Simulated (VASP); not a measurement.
# Al in VASP: notebook

Runs on Al. Level: PBE. Tasks: single point.

Program: VASP 6.6.1. These are calculated values, not measurements. Logs are shortened: lines on timing, memory, paths and dates and some standing lists are left out, and cuts for length are marked.

## 1. The cell of the first run

Symmetry: Immm, No. 71, orthorhombic system. The conventional cell has a = 2.848 Å, b = 4.089 Å, c = 8.530 Å, α = 90.00°, β = 90.00°, γ = 90.00°. Within 3.8 Å of Al (site symmetry mmm) lie 12 Al at 2.85 to 2.86 Å. Within 3.7 Å of Al (site symmetry mm2) lie 12 Al at 2.82 to 2.88 Å.

## 2. Single point, PBE

File INCAR:

```
PREC     = Accurate       # precision mode
ENCUT    = 520            # plane-wave cutoff, eV
EDIFF    = 1E-7           # SCF threshold, eV
ISMEAR   = 0              # smearing method
SIGMA    = 0.1            # smearing width, eV
LREAL    = F              # projectors in reciprocal space
LASPH    = T              # aspherical terms in the spheres
NELM     = 100            # most SCF steps
ALGO     = Normal         # electronic algorithm
ISIF     = 2              # what is computed and relaxed
LWAVE    = F              # write WAVECAR
LCHARG   = F              # write CHGCAR
GGA      = PE             # functional
NBANDS   = 12             # bands
```

File KPOINTS:

```
regular mesh
0
Gamma
  8 8 8
```

File POSCAR:

```
Al
1.0
   -1.4240770500      2.0445978800      4.2651814900
    1.4240770500     -2.0445978800      4.2651814900
    1.4240770500      2.0445978800     -4.2651814900
Al
3
Direct
    0.0000000000      0.0000000000      0.0000000000
    0.3347968800      0.3347968800      0.0000000000
    0.6652031200      0.6652031200      0.0000000000
```

Potentials or basis: VASP PAW PBE potentials, release 64 (Al).

On the command line:

```console
> cat potpaw_PBE.64/Al/POTCAR > POTCAR
> mpirun -np 1 vasp_std > vasp.out
```

OUTCAR:

```text
PREC = Accurate
   ENCUT = 520
   EDIFF = 1E-7
   ISMEAR = 0
   LREAL = F
   LASPH = T
   NELM = 100
   ISIF = 2
   GGA = PE

 ion  position               nearest neighbor table
   1  0.000  0.000  0.000-   2 2.86   3 2.86   3 2.86   2 2.86   3 2.86   3 2.86   3 2.86   2 2.86
                             2 2.86   2 2.86
   2  0.335  0.335  0.000-   3 2.82   1 2.86   1 2.86   1 2.86   1 2.86   1 2.86   3 2.88   3 2.88
                             3 2.88   3 2.88
   3  0.665  0.665  0.000-   2 2.82   1 2.86   1 2.86   1 2.86   1 2.86   1 2.86   2 2.88   2 2.88
                             2 2.88   2 2.88

  LATTYP: Found a body centered orthorhombic cell.
 ALAT       =     2.8481541000
 B/A-ratio  =     1.4357354330
 C/A-ratio  =     2.9950496639

  Lattice vectors:

 A1 = (  -1.4240770500,   2.0445978800,   4.2651814900)
 A2 = (   1.4240770500,  -2.0445978800,   4.2651814900)
 A3 = (   1.4240770500,   2.0445978800,  -4.2651814900)

Analysis of symmetry for initial positions (statically):
=====================================================================
 Subroutine PRICEL returns:
 Original cell was already a primitive cell.

 Routine SETGRP: Setting up the symmetry group for a
 body centered orthorhombic supercell.

 Subroutine GETGRP returns: Found  8 space group operations
 (whereof  8 operations were pure point group operations)
 out of a pool of  8 trial point group operations.

The static configuration has the point symmetry D_2h.

Analysis of symmetry for dynamics (positions and initial velocities):
=====================================================================
 Subroutine PRICEL returns:
 Original cell was already a primitive cell.

 Routine SETGRP: Setting up the symmetry group for a
 body centered orthorhombic supercell.

 Subroutine GETGRP returns: Found  8 space group operations
 (whereof  8 operations were pure point group operations)
 out of a pool of  8 trial point group operations.

The dynamic configuration has the point symmetry D_2h.

 Subroutine INISYM returns: Found  8 space group operations
 (whereof  8 operations are pure point group operations),
 and found     1 'primitive' translations

----------------------------------------------------------------------------------------

                                     Primitive cell

  volume of cell :      49.6751

  direct lattice vectors                    reciprocal lattice vectors
    -1.424077050  2.044597880  4.265181490     0.000000000  0.244546864  0.117228306
[... 94 lines left out ...]
   ISIF   =      2    stress and relaxation
   ISYM   =      2    0-nonsym 1-usesym 2-fastsym
   POTIM  = 0.5000    time-step for ionic-motion
   TEBEG  =    0.0;   TEEND  =   0.0 temperature during run
   PSTRESS=    0.0 pullay stress
   NELECT =       9.0000    total number of electrons
   NUPDOWN=      -1.0000    fix difference up-down
   EMIN   =  10.00;   EMAX   =-10.00  energy-range for DOS
   EFERMI =   0.00;   METHOD = LEGACY
   ISMEAR =     0;   SIGMA  =   0.10  broadening in eV -4-tet -1-fermi 0-gaus
   EFERMI_NEDOS =   21; number of points for ismear=-14 and -15
   IALGO  =     38    algorithm
   IMIX   =      4    mixing-type and parameters
     AMIX     =   0.40;   BMIX     =  1.00
     AMIX_MAG =   1.60;   BMIX_MAG =  1.00
  volume/ion in A,a.u.               =      16.56       111.74
  Fermi-wavevector in a.u.,A,eV,Ry     =   0.926352  1.750551 11.675540  0.858128
  Thomas-Fermi vector in A             =   2.052305
   LORBIT       =      0    0 simple, 1 ext, 2 COOP (PROOUT), +10 PAW based schemes
   GGA     = PE    functional components
   LHFCALC =     F    Hartree Fock is set to
   AEXX    =    0.0000 exact exchange contribution
   IVDW    =     0    specifies the selected vdW correction
   LEPSILON=     F    determine dielectric tensor
   LRPA    =     F    only Hartree local field effects (RPA)
 non-spin polarized calculation
 Gauss-broadening in eV      SIGMA  =   0.10
  energy-cutoff  :      520.00
  volume of cell :       49.68
 maximum number of plane-waves:      1355
 NGX is ok and might be reduce to    40

 number of electron       9.0000000 magnetization

 Free energy of the ion-electron system (eV)
  ---------------------------------------------------
  ext. energy  EPLUGINS =         0.00000000
  ---------------------------------------------------
  free energy    TOTEN  =       -11.21978939 eV

  energy without entropy =      -11.21185469  energy(sigma->0) =      -11.21582204

 E-fermi :   7.9832     XC(G=0): -10.1837

 val. band max:        7.9728549689   @ k =   0.0000   0.1250   0.0000
 cond. band min:       7.9878951945   @ k =   0.0000   0.3750  -0.0000
 fundamental gap:      0.0150402257
 Fermi energy:         7.9832428635

 k-point     1 :       0.0000    0.0000    0.0000
  band No.  band energies     occupation
      1      -3.1470      2.00000
      2       4.7437      2.00000
      3       4.7692      2.00000
      4       6.7233      2.00000
      5       6.8109      2.00000
      6       8.1336      0.03347
      7       8.1836      0.00460
      8      15.4079      0.00000
      9      15.4904      0.00000
     10      17.1470      0.00000
     11      17.2185      0.00000
     12      20.4512      0.00000
[... 331 lines left out ...]
 k-point    24 :       0.2500    0.3750    0.0000
  band No.  band energies     occupation
      1       0.7138      2.00000
      2       3.6309      2.00000
      3       4.4033      2.00000
      4       4.6805      2.00000
      5       9.0833      0.00000
      6       9.2057      0.00000
      7       9.6319      0.00000
      8      12.3404      0.00000
      9      12.7995      0.00000
     10      13.4413      0.00000
     11      14.8122      0.00000
     12      15.2077      0.00000

 [... further k-points ...]
[... 5 lines left out ...]
  --------------------------------------------------------------------------------------
  -------------------------------------------------------------------------------------
  Total        0.7504585     -0.7117491     -0.3774074      0.0000000      0.0000000      0.0000000
  in kB       24.2046239    -22.9561257    -12.1725634      0.0000000      0.0000000      0.0000000
  external PRESSURE =      -3.6413551 kB  Pullay stress =       0.0000000 kB

 VOLUME and BASIS-vectors are now :
 -----------------------------------------------------------------------------
  energy-cutoff  :      520.00
  volume of cell :       49.68
      direct lattice vectors                 reciprocal lattice vectors
    -1.424077050  2.044597880  4.265181490     0.000000000  0.244546864  0.117228306
     1.424077050 -2.044597880  4.265181490     0.351104598  0.000000000  0.117228306
     1.424077050  2.044597880 -4.265181490     0.351104598  0.244546864  0.000000000

 POSITION                                       TOTAL-FORCE (eV/Angst)
 -----------------------------------------------------------------------------------
      0.00000      0.00000      0.00000        -0.000000      0.000000      0.000000
      0.00000      0.00000      2.85594         0.000000     -0.000000     -0.089822
      0.00000      0.00000      5.67442        -0.000000      0.000000      0.089822
 -----------------------------------------------------------------------------------
    total drift:                               -0.000000      0.000000     -0.000000

  FREE ENERGIE OF THE ION-ELECTRON SYSTEM (eV)
  ---------------------------------------------------
  free  energy   TOTEN  =       -11.2197893852 eV

  energy  without entropy=      -11.2118546904  energy(sigma->0) =      -11.21582204
```

OSZICAR:

```text
N       E                     dE             d eps       ncg     rms          rms(c)
DAV:   1     0.232052412792E+01    0.23205E+01   -0.29704E+03  2288   0.529E+02
DAV:   2    -0.108709721202E+02   -0.13191E+02   -0.12629E+02  2888   0.756E+01
DAV:   3    -0.112850061888E+02   -0.41403E+00   -0.41079E+00  2984   0.103E+01
DAV:   4    -0.112875598612E+02   -0.25537E-02   -0.25530E-02  2692   0.991E-01
DAV:   5    -0.112875875303E+02   -0.27669E-04   -0.27669E-04  2932   0.107E-01    0.225E+00
DAV:   6    -0.112482883083E+02    0.39299E-01   -0.54304E-03  2644   0.403E-01    0.131E+00
DAV:   7    -0.112199137926E+02    0.28375E-01   -0.13791E-02  2588   0.624E-01    0.224E-01
DAV:   8    -0.112198095825E+02    0.10421E-03   -0.30158E-04  2832   0.923E-02    0.561E-02
DAV:   9    -0.112197892530E+02    0.20329E-04   -0.38804E-05  2748   0.299E-02    0.189E-02
DAV:  10    -0.112197901615E+02   -0.90852E-06   -0.16906E-06  2860   0.851E-03    0.353E-03
DAV:  11    -0.112197899462E+02    0.21537E-06   -0.32951E-08  1808   0.104E-03    0.638E-04
DAV:  12    -0.112197894974E+02    0.44877E-06   -0.10737E-08  1528   0.510E-04    0.521E-04
DAV:  13    -0.112197893761E+02    0.12130E-06   -0.13916E-09  1504   0.223E-04    0.468E-04
DAV:  14    -0.112197893852E+02   -0.90838E-08   -0.17311E-10  1496   0.970E-05
   1 F= -.11219789E+02 E0= -.11215822E+02  d E =-.793469E-02
```

stdout:

```text
POSCAR found type information on POSCAR Al
 POSCAR found :  1 types and       3 ions
 scaLAPACK will be used
 LDA part: xc-table for (Slater+PW92), standard interpolation
 POSCAR, INCAR and KPOINTS ok, starting setup
 FFT: planning ... GRIDC
 FFT: planning ... GRID_SOFT
 FFT: planning ... GRID
 WAVECAR not read
 entering main loop
```

It took 45 s on 1 thread of AMD EPYC 9R45 (Zen 5), shared host; peak memory 0.21 GiB.

Results:

```yaml
Free_energy: -11.2198 eV
Pressure: -0.4 GPa
Largest_force: 0.090 eV/Å
Band_gap_on_the_k_mesh: zero (an odd number of electrons rules out a gap without spin polarisation)
```

Forces in eV/Å, atoms in the order of the input:
```
Al   0.000  0.000  0.000
Al   0.000  0.000 -0.090
Al   0.000  0.000  0.090
```

## 3. Single point, PBE

This run uses another cell than the first one: it holds 6 atoms, not 3.

File INCAR:

```
ALGO = Fast ; EDIFF = 1E-7
ENCUT = 520 ; GGA = PE
ISIF = 2 ; ISMEAR = 0
LASPH = T ; LCHARG = F
LREAL = F ; LWAVE = F
NBANDS = 18 ; NELM = 80
PREC = Accurate ; SIGMA = 0.2
```

File KPOINTS:

```
k-points
0
Gamma
  6 6 4
```

File POSCAR:

```
Al
1.0
    0.0077496057      4.0372815220     -0.0079980135
   -1.4673753189     -2.0303795173      4.2184573948
    5.8247759662      0.0113450542     -0.0122398185
Al
6
Direct
    0.0000061915     -0.0000173114     -0.0000069615
    0.9999927040      0.0000178234      0.4999934207
    0.3333042716      0.6666312682      0.1666644801
    0.3333619435      0.6667016375      0.6666771237
    0.6666703822      0.3333151037      0.3333351492
    0.6666645072      0.3333514785      0.8333367878
```

Potentials or basis: VASP PAW PBE potentials, release 64 (Al).

On the command line:

```console
> cat potpaw_PBE.64/Al/POTCAR > POTCAR
> mpirun -np 1 vasp_std > vasp.out
```

Wall time 57 s (1 thread of AMD EPYC 9R45 (Zen 5), shared host); peak memory 0.23 GiB.

It converged, with:

```yaml
Free_energy: -22.5308 eV
Pressure: 0.0 GPa
Band_gap_on_the_k_mesh: zero (bands 9 and 10 overlap by 4.23 eV)
```

Stress tensor (GPa, compression positive):
```
-0.02 -0.04 -0.09
-0.04 -0.11  0.02
-0.09  0.02  0.02
```

Levels at points of the mesh, in eV from the Fermi level:
```csv
k point,band 6,band 7,band 8,band 9,band 10,band 11,band 12,band 13
"(0.00, 0.00, 0.00)",-2.92,-1.61,-0.96,-0.96,0.55,0.55,1.60,1.60
"(0.50, 0.00, 0.00)",-4.15,-2.75,-2.75,-2.61,-2.61,3.22,3.22,3.47
"(0.00, 0.50, 0.00)",-2.87,-1.55,-1.53,1.62,1.62,3.07,3.07,4.80
"(0.50, 0.50, 0.00)",-4.08,-2.71,-2.71,-2.56,-2.56,3.18,3.18,3.39
"(0.00, 0.00, 0.50)",-0.86,-0.81,-0.81,0.24,0.24,1.13,1.13,1.21
"(0.50, 0.00, 0.50)",-4.68,-1.67,-1.67,0.67,0.67,1.17,1.17,2.84
"(0.00, 0.50, 0.50)",-1.75,-1.52,-1.52,-0.33,-0.33,3.98,3.98,4.54
"(0.50, 0.50, 0.50)",-4.62,-1.63,-1.63,0.61,0.61,1.21,1.21,2.80
```

[end of part 1 of 2]
